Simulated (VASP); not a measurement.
SbSe5, 6 atoms in the cell. It takes space group C2/m (No. 12, monoclinic). The conventional cell has a = 7.885 Å, b = 5.433 Å, c = 9.030 Å, α = 90.00°, β = 114.06°, γ = 90.00°. Within 4.0 Å of Sb (site symmetry 2/m) lie 8 Se at 3.01 to 3.02 Å. Se (site symmetry 1) has 3 Se at 2.67 to 2.73 Å and 2 Sb at 3.01 to 3.02 Å within 3.5 Å. Se (site symmetry 2/m) has 4 Se at 2.67 Å within 3.5 Å. 

| Item | Value |
| --- | --- |
| Program | VASP 6.6.1 |
| Task | single point |
| Functional | PBE |
| Potentials or basis | VASP PAW PBE potentials, release 64 (Sb, Se) |
| Cutoff | 520 eV |
| k mesh | 4 × 4 × 2 |
| Occupations | gaussian, width 0.2 eV |
| Spin | no spin polarisation |
| Dipole correction | no |
| Further INCAR settings | ALGO = Normal; EDIFF = 1e-06; NBANDS = 26 |

Potentials or basis: VASP PAW PBE potentials, release 64 (Sb, Se).

Command:

```bash
$ cat potpaw_PBE.64/Sb/POTCAR potpaw_PBE.64/Se/POTCAR > POTCAR
$ mpirun -np 1 vasp_std > vasp.out
```

Hardware: 1 thread of Intel(R) Xeon(R) 6975P-C (Granite Rapids) (shared host).

Problem. Estimate the wall time of this run.

Solution. It took 31 s on 1 thread of Intel(R) Xeon(R) 6975P-C (Granite Rapids), on a shared host, peak memory 0.3 GiB. Counts: scf iterations 14, k points 14.
